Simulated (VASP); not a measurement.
# Fe: single point with LDA

Crystal: Fe.

```
Fe
1.0
     0.00000    1.64050    1.64050
     1.64050    0.00000    1.64050
     1.64050    1.64050    0.00000
Fe
1
Cartesian
  0.0000 0.0000 0.0000
```

This cell differs from its parent crystal: volume scaled by 0.92.

* Program: VASP 6.6.1
* Task: single point
* Functional: LDA
* Potentials or basis: VASP PAW LDA potentials, release 64 (Fe)
* Cutoff: 520 eV
* k mesh: 18 × 18 × 18
* Occupations: fermi-dirac, width 0.05 eV
* Spin: collinear spin, ferromagnetic start
* Starting moments: [2.5] μB

```
Pressure                                              : 34.1 GPa
Band gap on the k mesh                                : zero (filled and empty bands overlap)
Net moment                                            : 0.00 μB per cell
Valence electrons inside the program's atomic spheres : Fe 7.93
```

Levels at points of the mesh, in eV from the Fermi level:
Spin up:
```
           k point  band 1  band 2  band 3  band 4  band 5  band 6  band 7  band 8
(0.00, 0.00, 0.00)   -9.60   -2.02   -2.02   -2.02   -0.06   -0.06   24.63   31.15
(0.50, 0.00, 0.00)   -5.75   -2.14   -2.14    0.34    1.27    1.27    9.99   23.14
(0.50, 0.50, 0.00)   -6.04   -5.19    1.24    1.62    1.62    3.81   13.60   17.96
```
Spin down:
```tsv
k point	band 1	band 2	band 3	band 4	band 5	band 6	band 7	band 8
(0.00, 0.00, 0.00)	-9.60	-2.02	-2.02	-2.02	-0.06	-0.06	24.63	31.15
(0.50, 0.00, 0.00)	-5.75	-2.14	-2.14	0.34	1.27	1.27	9.99	23.14
(0.50, 0.50, 0.00)	-6.04	-5.19	1.24	1.62	1.62	3.81	13.60	17.96
```

Run time: 23 s on 1 thread of Intel(R) Xeon(R) 6975P-C (Granite Rapids) (shared host), peak memory 0.14 GiB.

Caveat: the starting moments collapsed, and a magnetic state may lie lower.
